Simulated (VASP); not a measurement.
# Ti (P6_3/mmc) in VASP: a series of runs, part 2 of 2

VASP 6.6.1. The steps go on from the part before.

## 4. Single point, PBE (17.31 Å³/atom)

This run uses another cell than the first one, of 17.31 Å³/atom.

INCAR reads:

```
  ALGO = Normal
  EDIFF = 1E-7
  ENCUT = 520
  GGA = PE
  ISIF = 2
  ISMEAR = -1
  LASPH = True
  LCHARG = False
  LREAL = False
  LWAVE = False
  NBANDS = 19
  NELM = 100
  PREC = Accurate
  SIGMA = 0.08
```

KPOINTS reads:

```
k-points
0
Gamma
  13 13 7
```

POSCAR reads:

```
Ti
1.0
    2.9301986205      0.0000000000      0.0000000000
   -1.4650993102      2.5376264435      0.0000000000
    0.0000000000      0.0000000000      4.6545493880
Ti
2
Direct
    0.3333333333      0.6666666667      0.2500000000
    0.6666666667      0.3333333333      0.7500000000
```

Potentials or basis: VASP PAW PBE potentials, release 64 (Ti_sv).

Started as:

```bash
$ cat potpaw_PBE.64/Ti_sv/POTCAR > POTCAR
$ mpirun -np 1 vasp_std > vasp.out
```

OUTCAR:

```text
EDIFF = 1E-7
   ENCUT = 520
   GGA = PE
   ISIF = 2
   ISMEAR = -1
   LASPH = True
   LREAL = False
   NELM = 100
   PREC = Accurate

 ion  position               nearest neighbor table
   1  0.333  0.667  0.250-   2 2.88   2 2.88   2 2.88   2 2.88   2 2.88   2 2.88
   2  0.667  0.333  0.750-   1 2.88   1 2.88   1 2.88   1 2.88   1 2.88   1 2.88

  LATTYP: Found a hexagonal cell.
 ALAT       =     2.9301986205
 C/A-ratio  =     1.5884757284

  Lattice vectors:

[... 714 lines left out ...]

 [... further k-points ...]

------------------------ aborting loop because EDIFF is reached ----------------------------------------

  FORCE on cell =-STRESS in cart. coord.  units (eV):
  Direction    XX          YY          ZZ          XY          YZ          ZX
  --------------------------------------------------------------------------------------
  -------------------------------------------------------------------------------------
  Total        0.1019640      0.1019640      0.0283519      0.0000000      0.0000000     -0.0000000
  in kB        4.7201430      4.7201430      1.3124713      0.0000000      0.0000000     -0.0000000
  external PRESSURE =       3.5842524 kB  Pullay stress =       0.0000000 kB

 VOLUME and BASIS-vectors are now :
 -----------------------------------------------------------------------------
  energy-cutoff  :      520.00
  volume of cell :       34.61
      direct lattice vectors                 reciprocal lattice vectors
     2.930198621  0.000000000  0.000000000     0.341273794  0.197034517  0.000000000
    -1.465099310  2.537626444  0.000000000     0.000000000  0.394069034  0.000000000
     0.000000000  0.000000000  4.654549388     0.000000000  0.000000000  0.214843568

 POSITION                                       TOTAL-FORCE (eV/Angst)
 -----------------------------------------------------------------------------------
     -0.00000      1.69175      1.16364        -0.000000      0.000000      0.000000
      1.46510      0.84588      3.49091         0.000000      0.000000      0.000000
 -----------------------------------------------------------------------------------
    total drift:                               -0.000000      0.000000     -0.000000

  FREE ENERGIE OF THE ION-ELECTRON SYSTEM (eV)
  ---------------------------------------------------
  free  energy   TOTEN  =       -15.6940071570 eV

  energy  without entropy=      -15.6463819781  energy(sigma->0) =      -15.67019457
```

OSZICAR:

```text
N       E                     dE             d eps       ncg     rms          rms(c)
DAV:   1     0.262464053127E+03    0.26246E+03   -0.13078E+04  3192   0.157E+03
DAV:   2     0.128420551703E+02   -0.24962E+03   -0.24577E+03  3285   0.439E+02
DAV:   3    -0.165056590015E+02   -0.29348E+02   -0.28990E+02  5968   0.124E+02
DAV:   4    -0.176976312396E+02   -0.11920E+01   -0.11906E+01  3633   0.263E+01
DAV:   5    -0.177569357018E+02   -0.59304E-01   -0.59299E-01  4707   0.416E+00    0.119E+01
DAV:   6    -0.156896631664E+02    0.20673E+01   -0.75019E+00  3707   0.275E+01    0.298E+00
DAV:   7    -0.156746016817E+02    0.15061E-01   -0.69816E-01  4845   0.610E+00    0.207E+00
DAV:   8    -0.157013015835E+02   -0.26700E-01   -0.19837E-01  3471   0.511E+00    0.700E-01
DAV:   9    -0.156935799468E+02    0.77216E-02   -0.43148E-02  3633   0.212E+00    0.697E-02
DAV:  10    -0.156939843738E+02   -0.40443E-03   -0.32307E-03  4600   0.334E-01    0.774E-02
DAV:  11    -0.156940177643E+02   -0.33391E-04   -0.10180E-04  4009   0.718E-02    0.386E-02
DAV:  12    -0.156940055839E+02    0.12180E-04   -0.36265E-05  3460   0.530E-02    0.276E-03
DAV:  13    -0.156940060913E+02   -0.50733E-06   -0.11301E-06  4060   0.872E-03    0.886E-04
DAV:  14    -0.156940070272E+02   -0.93594E-06   -0.91609E-08  2233   0.211E-03    0.182E-04
DAV:  15    -0.156940071729E+02   -0.14572E-06   -0.27793E-08  1755   0.115E-03    0.131E-04
DAV:  16    -0.156940071570E+02    0.15892E-07   -0.95863E-09  1719   0.742E-04
   1 F= -.15694007E+02 E0= -.15670195E+02  d E =-.476252E-01
```

Run time: 82 s. Hardware: 1 thread of Intel Xeon 8259CL, shared host; peak memory 0.18 GiB.

What came out:

```
Free energy            : -15.6940 eV
Pressure               : 0.4 GPa
Band gap on the k mesh : zero (bands 12 and 13 overlap by 1.11 eV)
```

## 5. Single point, PBE (17.48 Å³/atom)

This run uses another cell than the first one, of 17.48 Å³/atom.

INCAR reads:

```
PREC = Accurate ; ENCUT = 520
EDIFF = 1E-6 ; ISMEAR = -1
SIGMA = 0.08 ; LREAL = F
LASPH = T ; NELM = 100
ALGO = Normal ; ISIF = 2
LWAVE = F ; LCHARG = F
GGA = PE ; NBANDS = 19
```

KPOINTS reads:

```
regular mesh
0
Gamma
  13 13 7
```

POSCAR reads:

```
Ti
1.0
    2.9401315731      0.0000000000      0.0000000000
   -1.4700657866      2.5462286328      0.0000000000
    0.0000000000      0.0000000000      4.6703276421
Ti
2
Direct
    0.3333333333      0.6666666667      0.2500000000
    0.6666666667      0.3333333333      0.7500000000
```

Started as:

```bash
$ cat potpaw_PBE.64/Ti_sv/POTCAR > POTCAR
$ mpirun -np 1 vasp_std > vasp.out
```

Run time: 63 s. Hardware: 1 thread of Intel Xeon 8259CL, shared host; peak memory 0.18 GiB.

The run converged. Its results:

* Free energy: -15.6937 eV
* Pressure: -0.7 GPa
* Band gap on the k mesh: zero (bands 12 and 13 overlap by 1.10 eV)

Stress tensor (GPa, compression positive):
```
-0.61  0.00  0.00
 0.00 -0.61  0.00
 0.00  0.00 -0.98
```

Levels at points of the mesh, in eV from the Fermi level:
| k point | band 8 | band 9 | band 10 | band 11 | band 12 | band 13 | band 14 | band 15 | band 16 | band 17 |
| --- | --- | --- | --- | --- | --- | --- | --- | --- | --- | --- |
| (0.00, 0.00, 0.00) | -32.71 | -6.19 | -2.66 | 0.74 | 0.79 | 0.79 | 0.88 | 1.27 | 1.27 | 1.64 |

## 6. Single point, PBE (17.83 Å³/atom)

This run uses another cell than the first one, of 17.83 Å³/atom.

INCAR reads:

```
PREC = Accurate
ENCUT = 520
EDIFF = 1E-6
ISMEAR = -1
SIGMA = 0.08
LREAL = False
LASPH = True
NELM = 80
ALGO = Normal
ISIF = 2
LWAVE = False
LCHARG = False
GGA = PE
NBANDS = 19
```

KPOINTS is that of step 5.

POSCAR reads:

```
Ti
1.0
    2.9597985897      0.0000000000      0.0000000000
   -1.4798992949      2.5632607688      0.0000000000
    0.0000000000      0.0000000000      4.7015682207
Ti
2
Direct
    0.3333333333      0.6666666667      0.2500000000
    0.6666666667      0.3333333333      0.7500000000
```

Potentials or basis: VASP PAW PBE potentials, release 64 (Ti_sv).

Started as:

```bash
$ cat potpaw_PBE.64/Ti_sv/POTCAR > POTCAR
$ mpirun -np 1 vasp_std > vasp.out
```

Run time: 61 s. Hardware: 1 thread of Intel Xeon 8259CL, shared host; peak memory 0.18 GiB.

It converged, with:

```yaml
Free_energy: -15.6860 eV
Pressure: -2.8 GPa
Band_gap_on_the_k_mesh: zero (bands 12 and 13 overlap by 1.08 eV)
```

Stress tensor (GPa, compression positive):
```
-2.68  0.00  0.00
 0.00 -2.68  0.00
 0.00  0.00 -3.09
```

Levels at points of the mesh, in eV from the Fermi level:
| k point | band 9 | band 10 | band 11 | band 12 | band 13 | band 14 | band 15 | band 16 |
| --- | --- | --- | --- | --- | --- | --- | --- | --- |
| (0.00, 0.00, 0.00) | -6.14 | -2.61 | 0.69 | 0.77 | 0.77 | 0.86 | 1.25 | 1.25 |

## 7. Overview

```tsv
cell	gap on the mesh (eV)	pressure (GPa)
a = 2.890, b = 2.890, c = 4.590 Å, angles 90.0, 90.0, 120.0°, 2 atoms	none	5.4
a = 2.910, b = 2.910, c = 4.623 Å, angles 90.0, 90.0, 120.0°, 2 atoms	none	2.8
a = 2.930, b = 2.930, c = 4.655 Å, angles 90.0, 90.0, 120.0°, 2 atoms	none	0.4
a = 2.940, b = 2.940, c = 4.670 Å, angles 90.0, 90.0, 120.0°, 2 atoms	none	-0.7
a = 2.960, b = 2.960, c = 4.702 Å, angles 90.0, 90.0, 120.0°, 2 atoms	none	-2.8
```

Alike in all rows: task single point; level PBE; potentials or basis VASP PAW PBE potentials, release 64 (Ti_sv); no spin polarisation; k mesh 13 × 13 × 7; cutoff (eV) 520; smearing fermi-dirac 0.08 eV.

Caveats: the cell stands under pressure (at least some runs).

Absolute energies hang on the potentials; compare differences alone.
